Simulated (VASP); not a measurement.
Ba3HfO:

```
Ba Hf O
1.0
     6.16559    0.00000    0.00000
    -3.08280    5.33956    0.00000
     0.00000    0.00000    4.54651
Ba Hf O
3 1 1
Direct
  0.50000 0.00000 0.00000
  0.00000 0.50000 0.00000
  0.50000 0.50000 0.00000
  0.00000 0.00000 0.00000
  0.00000 0.00000 0.50000
```

```yaml
Program: VASP 6.6.1
Task: relaxation of cell and atoms
Functional: PBE
Potentials_or_basis: VASP PAW PBE potentials, release 64 (Ba_sv, Hf_pv, O)
Cutoff: 600 eV
k_mesh: 3 × 3 × 4
Occupations: gaussian, width 0.1 eV
Spin: no spin polarisation
```

At the start: pressure 10.4 GPa; volume 29.94 Å³/atom.

Task: How do energy, volume and symmetry change on relaxing?

Result: Over 8 steps the energy falls by 1227.2 meV/atom and the volume is 42.91 Å³/atom (+43.3 %); space group P6/mmm (No. 191, to 0.05 Å).

The path:
```
step  energy change (eV)  largest force (eV/Å)  pressure (GPa)  volume (Å³)
   1              0.0000                0.0000           10.43       149.68
   2             -5.8967                0.0000            3.05       189.17
   3             -5.9211                0.0000            3.62       194.51
   4             -5.9338                0.0000            3.51       193.65
   5             -6.0167                0.0000           -1.69       222.92
   6             -6.1191                0.0000            0.19       209.50
   7             -6.1353                0.0000           -0.02       213.69
   8             -6.1359                0.0000           -0.05       214.55
```

Final structure:
```
Ba Hf O
1.0
     7.88280    0.00000    0.00000
    -3.94140    6.82670    0.00000
     0.00000    0.00000    3.98684
Ba Hf O
3 1 1
Direct
  0.50000 0.00000 0.00000
  0.00000 0.50000 0.00000
  0.50000 0.50000 0.00000
  0.00000 0.00000 0.00000
  0.00000 0.00000 0.50000
```

Caveat: the k points lie up to 0.39 Å⁻¹ apart in the final cell; the volume moved by over 15 % at a fixed basis, so the end points are rough.
